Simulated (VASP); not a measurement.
# SrCl2 in VASP: further runs

Runs on SrCl2. Level: PBEsol. Tasks: single point.

Program: VASP 6.6.1. These are calculated values, not measurements. Logs are shortened: lines on timing, memory, paths and dates and some standing lists are left out, and cuts for length are marked.

## (1) The cell of the first run

The structure is cubic, space group Fm-3m (No. 225). Conventional cell: a = 7.114 Å, b = 7.114 Å, c = 7.114 Å, α = 90.00°, β = 90.00°, γ = 90.00°. Within 4.1 Å of Sr (site symmetry m-3m) lie 8 Cl at 3.08 Å. Within 4.1 Å of Cl (site symmetry -43m) lie 4 Sr at 3.08 Å and 6 Cl at 3.56 Å.

## (2) Single point, PBEsol (30.00 Å³/atom)

Contents of INCAR:

```
PREC = Accurate
ENCUT = 520
EDIFF = 1E-7
ISMEAR = -1
SIGMA = 0.05
LREAL = F
LASPH = T
NELM = 100
ALGO = Normal
ISIF = 2
LWAVE = F
LCHARG = F
GGA = PS
NBANDS = 19
```

Contents of KPOINTS:

```
regular mesh
0
Gamma
  7 7 7
```

Contents of POSCAR:

```
SrCl2
1.0
    0.0000000000      3.5567663891      3.5567663891
    3.5567663891      0.0000000000      3.5567663891
    3.5567663891      3.5567663891      0.0000000000
Sr Cl
1 2
Direct
    0.0000000000      0.0000000000      0.0000000000
    0.7500000000      0.7500000000      0.7500000000
    0.2500000000      0.2500000000      0.2500000000
```

Potentials or basis: VASP PAW PBE potentials, release 64 (Sr_sv, Cl).

Command:

```sh
$ cat potpaw_PBE.64/Sr_sv/POTCAR potpaw_PBE.64/Cl/POTCAR > POTCAR
$ mpirun -np 1 vasp_std > vasp.out
```

OUTCAR:

```text
PREC = Accurate
   ENCUT = 520
   EDIFF = 1E-7
   ISMEAR = -1
   LREAL = F
   LASPH = T
   NELM = 100
   ISIF = 2
   GGA = PS

 ion  position               nearest neighbor table
   1  0.000  0.000  0.000-   2 3.08   2 3.08   2 3.08   2 3.08   3 3.08   3 3.08   3 3.08   3 3.08

   2  0.750  0.750  0.750-   1 3.08   1 3.08   1 3.08   1 3.08
   3  0.250  0.250  0.250-   1 3.08   1 3.08   1 3.08   1 3.08

  LATTYP: Found a face centered cubic cell.
 ALAT       =     7.1135327782

  Lattice vectors:

 A1 = (   0.0000000000,   3.5567663891,   3.5567663891)
 A2 = (   3.5567663891,   0.0000000000,   3.5567663891)
 A3 = (   3.5567663891,   3.5567663891,   0.0000000000)

Analysis of symmetry for initial positions (statically):
=====================================================================
 Subroutine PRICEL returns:
 Original cell was already a primitive cell.

 Routine SETGRP: Setting up the symmetry group for a
 face centered cubic supercell.

 Subroutine GETGRP returns: Found 48 space group operations
 (whereof 48 operations were pure point group operations)
 out of a pool of 48 trial point group operations.

The static configuration has the point symmetry O_h .

Analysis of symmetry for dynamics (positions and initial velocities):
=====================================================================
 Subroutine PRICEL returns:
 Original cell was already a primitive cell.

 Routine SETGRP: Setting up the symmetry group for a
 face centered cubic supercell.

 Subroutine GETGRP returns: Found 48 space group operations
 (whereof 48 operations were pure point group operations)
 out of a pool of 48 trial point group operations.

The dynamic configuration has the point symmetry O_h .

 Subroutine INISYM returns: Found 48 space group operations
 (whereof 48 operations are pure point group operations),
 and found     1 'primitive' translations

----------------------------------------------------------------------------------------

                                     Primitive cell

  volume of cell :      89.9904

  direct lattice vectors                    reciprocal lattice vectors
     0.000000000  3.556766389  3.556766389    -0.140577127  0.140577127  0.140577127
     3.556766389  0.000000000  3.556766389     0.140577127 -0.140577127  0.140577127
     3.556766389  3.556766389  0.000000000     0.140577127  0.140577127 -0.140577127

  length of vectors
[... 78 lines left out ...]
   NELM   =    100;   NELMIN=  2; NELMDL= -5     # of ELM steps
   EDIFF  = 0.1E-06   stopping-criterion for ELM
   LREAL  =      F    real-space projection
   EDIFFG = 0.1E-05   stopping-criterion for IOM
   NSW    =      0    number of steps for IOM
   IBRION =     -1    ionic relax: 0-MD 1-quasi-New 2-CG
   NFREE  =      0    steps in history (QN), initial steepest desc. (CG)
   ISIF   =      2    stress and relaxation
   ISYM   =      2    0-nonsym 1-usesym 2-fastsym
   POTIM  = 0.5000    time-step for ionic-motion
   TEBEG  =    0.0;   TEEND  =   0.0 temperature during run
   PSTRESS=    0.0 pullay stress
   NELECT =      24.0000    total number of electrons
   NUPDOWN=      -1.0000    fix difference up-down
   EMIN   =  10.00;   EMAX   =-10.00  energy-range for DOS
   EFERMI =   0.00;   METHOD = LEGACY
   ISMEAR =    -1;   SIGMA  =   0.05  broadening in eV -4-tet -1-fermi 0-gaus
   EFERMI_NEDOS =   21; number of points for ismear=-14 and -15
   IALGO  =     38    algorithm
   IMIX   =      4    mixing-type and parameters
     AMIX     =   0.40;   BMIX     =  1.00
     AMIX_MAG =   1.60;   BMIX_MAG =  1.00
  volume/ion in A,a.u.               =      30.00       202.43
  Fermi-wavevector in a.u.,A,eV,Ry     =   1.053772  1.991340 15.108385  1.110435
  Thomas-Fermi vector in A             =   2.188906
   LORBIT       =      0    0 simple, 1 ext, 2 COOP (PROOUT), +10 PAW based schemes
   GGA     = PS    functional components
   LHFCALC =     F    Hartree Fock is set to
   AEXX    =    0.0000 exact exchange contribution
   IVDW    =     0    specifies the selected vdW correction
   LEPSILON=     F    determine dielectric tensor
   LRPA    =     F    only Hartree local field effects (RPA)
 non-spin polarized calculation
  energy-cutoff  :      520.00
  volume of cell :       89.99
 maximum number of plane-waves:      2445
 NGX is ok and might be reduce to    40
   NGX = 19   NGY = 19   NGZ = 19

 number of electron      23.9999997 magnetization

 Free energy of the ion-electron system (eV)
  ---------------------------------------------------
  ext. energy  EPLUGINS =         0.00000000
  ---------------------------------------------------
  free energy    TOTEN  =       -13.27967129 eV

  energy without entropy =      -13.27967129  energy(sigma->0) =      -13.27967129

 E-fermi :   0.7429     XC(G=0):  -8.2341

 val. band max:       -0.3154502780   @ k =  -0.4286   0.4286   0.0000
 cond. band min:       4.6404406314   @ k =   0.0000   0.0000   0.0000
 fundamental gap:      4.9558909094
 Fermi energy:         0.7429483078

 k-point     1 :       0.0000    0.0000    0.0000
  band No.  band energies     occupation
      1     -33.2800      2.00000
      2     -15.2703      2.00000
      3     -15.2703      2.00000
      4     -15.2703      2.00000
      5     -13.4051      2.00000
      6     -12.6522      2.00000
[... 417 lines left out ...]
      6     -12.8385      2.00000
[... 11 lines left out ...]
     18       8.5371      0.00000
     19       9.8036      0.00000

------------------------ aborting loop because EDIFF is reached ----------------------------------------

  FORCE on cell =-STRESS in cart. coord.  units (eV):
  Direction    XX          YY          ZZ          XY          YZ          ZX
  --------------------------------------------------------------------------------------
  -------------------------------------------------------------------------------------
  Total       -1.4937738     -1.4937738     -1.4937738      0.0000000      0.0000000      0.0000000
  in kB      -26.5949643    -26.5949643    -26.5949643      0.0000000      0.0000000      0.0000000
  external PRESSURE =     -26.5949643 kB  Pullay stress =       0.0000000 kB

 VOLUME and BASIS-vectors are now :
 -----------------------------------------------------------------------------
  energy-cutoff  :      520.00
  volume of cell :       89.99
      direct lattice vectors                 reciprocal lattice vectors
     0.000000000  3.556766389  3.556766389    -0.140577127  0.140577127  0.140577127
     3.556766389  0.000000000  3.556766389     0.140577127 -0.140577127  0.140577127
     3.556766389  3.556766389  0.000000000     0.140577127  0.140577127 -0.140577127

 POSITION                                       TOTAL-FORCE (eV/Angst)
 -----------------------------------------------------------------------------------
      0.00000      0.00000      0.00000        -0.000000      0.000000     -0.000000
      5.33515      5.33515      5.33515        -0.000000     -0.000000     -0.000000
      1.77838      1.77838      1.77838         0.000000     -0.000000      0.000000
 -----------------------------------------------------------------------------------
    total drift:                               -0.000000     -0.000000      0.000000

  FREE ENERGIE OF THE ION-ELECTRON SYSTEM (eV)
  ---------------------------------------------------
  free  energy   TOTEN  =       -13.2796712873 eV

  energy  without entropy=      -13.2796712872  energy(sigma->0) =      -13.27967129
```

OSZICAR:

```text
N       E                     dE             d eps       ncg     rms          rms(c)
DAV:   1     0.141630324079E+03    0.14163E+03   -0.11206E+04   760   0.112E+03
DAV:   2    -0.334021815154E+01   -0.14497E+03   -0.14089E+03  1022   0.218E+02
DAV:   3    -0.131690078043E+02   -0.98288E+01   -0.97926E+01   930   0.566E+01
DAV:   4    -0.135204458211E+02   -0.35144E+00   -0.35093E+00  1311   0.933E+00
DAV:   5    -0.135223229247E+02   -0.18771E-02   -0.18769E-02  1000   0.720E-01    0.121E+01
DAV:   6    -0.132682731495E+02    0.25405E+00   -0.50868E-01   878   0.389E+00    0.770E+00
DAV:   7    -0.132712973989E+02   -0.30242E-02   -0.27956E-01  1029   0.321E+00    0.180E+00
DAV:   8    -0.132767014534E+02   -0.54041E-02   -0.44803E-02   877   0.113E+00    0.328E-01
DAV:   9    -0.132780812474E+02   -0.13798E-02   -0.17286E-03   986   0.239E-01    0.115E-01
DAV:  10    -0.132794739304E+02   -0.13927E-02   -0.98762E-04   840   0.156E-01    0.315E-02
DAV:  11    -0.132796341094E+02   -0.16018E-03   -0.11433E-04   995   0.488E-02    0.347E-02
DAV:  12    -0.132796713328E+02   -0.37223E-04   -0.56824E-05   836   0.321E-02    0.132E-02
DAV:  13    -0.132796712873E+02    0.45484E-07   -0.86273E-07  1055   0.535E-03
   1 F= -.13279671E+02 E0= -.13279671E+02  d E =-.819239E-10
```

Run time: 70 s. Hardware: 1 thread of Intel Xeon 8259CL, shared host; peak memory 0.25 GiB.

What came out:

```yaml
Free_energy: -13.2797 eV
Pressure: -2.7 GPa
Band_gap_on_the_k_mesh: 4.96 eV (least direct gap 5.24 eV)
```

Levels at points of the mesh, in eV from the valence-band top:
| k point | band 9 | band 10 | band 11 | band 12 | band 13 | band 14 | band 15 | band 16 |
| --- | --- | --- | --- | --- | --- | --- | --- | --- |
| (0.00, 0.00, 0.00) | -1.94 | -0.29 | -0.29 | -0.29 | 4.96 | 6.02 | 6.02 | 8.81 |

Caveat: the PAW data sets were made with another functional, which shifts forces and pressure a little; an odd mesh through Γ misses points on the zone boundary, where band edges can lie.

## (3) Single point, PBEsol (atoms moved at random)

Contents of INCAR:

```
PREC = Accurate
ENCUT = 520
EDIFF = 1E-6
ISMEAR = -1
SIGMA = 0.05
LREAL = F
LASPH = T
NELM = 80
ALGO = Normal
ISIF = 2
LWAVE = F
LCHARG = T
GGA = PS
LELF = T
LVHAR = T
NBANDS = 19
```

KPOINTS is that of step 2.

Contents of POSCAR:

```
SrCl2
1.0
    0.0000000000      3.4883500000      3.4883500000
    3.4883500000      0.0000000000      3.4883500000
    3.4883500000      3.4883500000      0.0000000000
Sr Cl
1 2
Direct
   -0.0097240000     -0.0002240000     -0.0007080000
    0.7494120000      0.7559290000      0.7488050000
    0.2603750000      0.2503140000      0.2444680000
```

Potentials or basis: VASP PAW PBE potentials, release 64 (Sr_sv, Cl).

Command:

```sh
$ cat potpaw_PBE.64/Sr_sv/POTCAR potpaw_PBE.64/Cl/POTCAR > POTCAR
$ mpirun -np 1 vasp_std > vasp.out
```

Wall time 8.7 min (1 thread of Intel Xeon 8259CL, shared host); peak memory 0.42 GiB.

Results (log left out):

```
Free energy            : -13.3273 eV
Pressure               : -0.9 GPa
Largest force          : 0.202 eV/Å
Band gap on the k mesh : 5.16 eV (least direct gap 5.47 eV)
```

Forces in eV/Å, atoms in the order of the input:
```
Sr  -0.005  0.116  0.165
Cl  -0.079 -0.013 -0.045
Cl   0.084 -0.104 -0.120
```

Stress tensor (GPa, compression positive):
```
-0.84 -0.08 -0.09
-0.08 -0.86  0.21
-0.09  0.21 -0.87
```

Levels at points of the mesh, in eV from the valence-band top:
| k point | band 10 | band 11 | band 12 | band 13 | band 14 | band 15 |
| --- | --- | --- | --- | --- | --- | --- |
| (0.00, 0.00, 0.00) | -0.32 | -0.32 | -0.32 | 5.16 | 6.01 | 6.02 |

Caveat: the cell differs from its parent crystal (atoms moved at random); the PAW data sets were made with another functional, which shifts forces and pressure a little.

## (4) Single point, PBEsol, non-collinear spin, zero start, spin-orbit coupling

This run uses another cell than the first one, of 28.30 Å³/atom.

Contents of INCAR:

```
SYSTEM = SrCl2
PREC = Accurate
ENCUT = 520
EDIFF = 1E-6
ISMEAR = -1
SIGMA = 0.05
LREAL = .False.
LASPH = .True.
NELM = 150
ALGO = Normal
ISIF = 2
LWAVE = .False.
LCHARG = .False.
LNONCOLLINEAR = .True.
MAGMOM = 0 0 0 0 0 0 0 0 0
LORBIT = 11
LSORBIT = .True.
GGA_COMPAT = .False.
LORBMOM = .True.
GGA = PS
NBANDS = 37
```

Contents of KPOINTS:

```
Automatic mesh
0
Gamma
  7 7 7
  0 0 0
```

Contents of POSCAR:

```
SrCl2
1.0
    0.0000000000      3.4883500000      3.4883500000
    3.4883500000      0.0000000000      3.4883500000
    3.4883500000      3.4883500000      0.0000000000
Sr Cl
1 2
Direct
    0.0000000000      0.0000000000      0.0000000000
    0.7500000000      0.7500000000      0.7500000000
    0.2500000000      0.2500000000      0.2500000000
```

Command:

```sh
$ cat potpaw_PBE.64/Sr_sv/POTCAR potpaw_PBE.64/Cl/POTCAR > POTCAR
$ mpirun -np 1 vasp_ncl > vasp.out
```

Wall time 4.7 min (1 thread of AMD EPYC 7R43 (Zen 3), shared host); peak memory 0.48 GiB.

It converged, with:

| Property | Result |
| --- | --- |
| Free energy | -13.4273 eV |
| Pressure | -0.9 GPa |
| Net moment | 0.00 μB per cell |
| Valence electrons inside the program's atomic spheres | Sr 7.92; Cl 5.13 |

Moments on the atoms (μB; x, y, z):
```
Sr  0.00 0.00 0.00
Cl  0.00 0.00 0.00
Cl  0.00 0.00 0.00
```

Caveat: the PAW data sets were made with another functional, which shifts forces and pressure a little.

## (5) Single point, PBEsol

This run uses another cell than the first one, of 26.60 Å³/atom.

Contents of INCAR:

```
SYSTEM = SrCl2
PREC = Accurate
ENCUT = 520
EDIFF = 1E-6
ISMEAR = -1
SIGMA = 0.05
LREAL = .FALSE.
LASPH = .TRUE.
NELM = 60
ALGO = Normal
ISIF = 2
LWAVE = .FALSE.
LCHARG = .FALSE.
GGA = PS
NBANDS = 19
```

Contents of KPOINTS:

```
regular mesh
0
G
  7 7 7
  0 0 0
```

Contents of POSCAR:

```
SrCl2
1.0
    0.0000000000      3.4171392023      3.4171392023
    3.4171392023      0.0000000000      3.4171392023
    3.4171392023      3.4171392023      0.0000000000
Sr Cl
1 2
Direct
    0.0000000000      0.0000000000      0.0000000000
    0.7500000000      0.7500000000      0.7500000000
    0.2500000000      0.2500000000      0.2500000000
```

Command:

```sh
$ cat potpaw_PBE.64/Sr_sv/POTCAR potpaw_PBE.64/Cl/POTCAR > POTCAR
$ mpirun -np 1 vasp_std > vasp.out
```

Wall time 15 s (1 thread of Intel Xeon Platinum 8488C (Sapphire Rapids), shared host); peak memory 0.21 GiB.

The run converged. Its results:

* Free energy: -13.3288 eV
* Pressure: 1.5 GPa
* Band gap on the k mesh: 5.40 eV (least direct gap 5.54 eV)

Levels at points of the mesh, in eV from the valence-band top:
| k point | band 8 | band 9 | band 10 | band 11 | band 12 | band 13 | band 14 | band 15 | band 16 | band 17 |
| --- | --- | --- | --- | --- | --- | --- | --- | --- | --- | --- |
| (0.00, 0.00, 0.00) | -2.36 | -2.36 | -0.33 | -0.33 | -0.33 | 5.40 | 5.97 | 5.97 | 9.01 | 9.01 |

Caveat: the PAW data sets were made with another functional, which shifts forces and pressure a little; an odd mesh through Γ misses points on the zone boundary, where band edges can lie. Expect the measured gap to be larger: semilocal functionals such as PBEsol lack the derivative discontinuity.

## (6) Single point, PBEsol

This run uses another cell than the first one, of 27.17 Å³/atom.

Contents of INCAR:

```
ALGO = Normal
EDIFF = 1E-7
ENCUT = 520
GGA = PS
ISIF = 2
ISMEAR = -1
LASPH = T
LCHARG = F
LREAL = F
LWAVE = F
NBANDS = 19
NELM = 60
PREC = Accurate
SIGMA = 0.05
```

Contents of KPOINTS:

```
k-points
0
Gamma
  7 7 7
```

Contents of POSCAR:

```
SrCl2
1.0
    0.0000000000      3.4412043558      3.4412043558
    3.4412043558      0.0000000000      3.4412043558
    3.4412043558      3.4412043558      0.0000000000
Sr Cl
1 2
Direct
    0.0000000000      0.0000000000      0.0000000000
    0.7500000000      0.7500000000      0.7500000000
    0.2500000000      0.2500000000      0.2500000000
```

Potentials or basis: VASP PAW PBE potentials, release 64 (Sr_sv, Cl).

Command:

```sh
$ cat potpaw_PBE.64/Sr_sv/POTCAR potpaw_PBE.64/Cl/POTCAR > POTCAR
$ mpirun -np 1 vasp_std > vasp.out
```

Wall time 16 s (1 thread of Intel Xeon Platinum 8488C (Sapphire Rapids), shared host); peak memory 0.21 GiB.

The run converged. Its results:

* Free energy: -13.3402 eV
* Pressure: 0.6 GPa
* Band gap on the k mesh: 5.32 eV (least direct gap 5.55 eV)

Levels at points of the mesh, in eV from the valence-band top:
```
           k point  band 9  band 10  band 11  band 12  band 13  band 14  band 15  band 16
(0.00, 0.00, 0.00)   -2.28    -0.32    -0.32    -0.32     5.32     5.99     5.99     8.98
```

Caveat: the PAW data sets were made with another functional, which shifts forces and pressure a little; an odd mesh through Γ misses points on the zone boundary, where band edges can lie. PBEsol gaps usually lie below the measured ones, often by a third to a half.

## (7) The runs side by side

```tsv
spin	cell	gap on the mesh (eV)	pressure (GPa)
off	a = 5.030 Å, angles 60.0°, 3 atoms, atomic positions A	4.96	-2.7
off	a = 4.933 Å, angles 60.0°, 3 atoms, atomic positions B	5.16	-0.9
non-collinear, zero start, SOC	a = 4.933 Å, angles 60.0°, 3 atoms, atomic positions A	-	-0.9
off	a = 4.833 Å, angles 60.0°, 3 atoms, atomic positions A	5.40	1.5
off	a = 4.867 Å, angles 60.0°, 3 atoms, atomic positions A	5.32	0.6
```

Alike in all rows: task single point; level PBEsol; potentials or basis VASP PAW PBE potentials, release 64 (Sr_sv, Cl); k mesh 7 × 7 × 7; cutoff (eV) 520; smearing fermi-dirac 0.05 eV.

Caveats: the PAW data sets were made with another functional, which shifts forces and pressure a little; an odd mesh through Γ misses points on the zone boundary, where band edges can lie (at least some runs).

Total energies depend on the potentials used, so only differences within one code and one set of settings carry meaning.
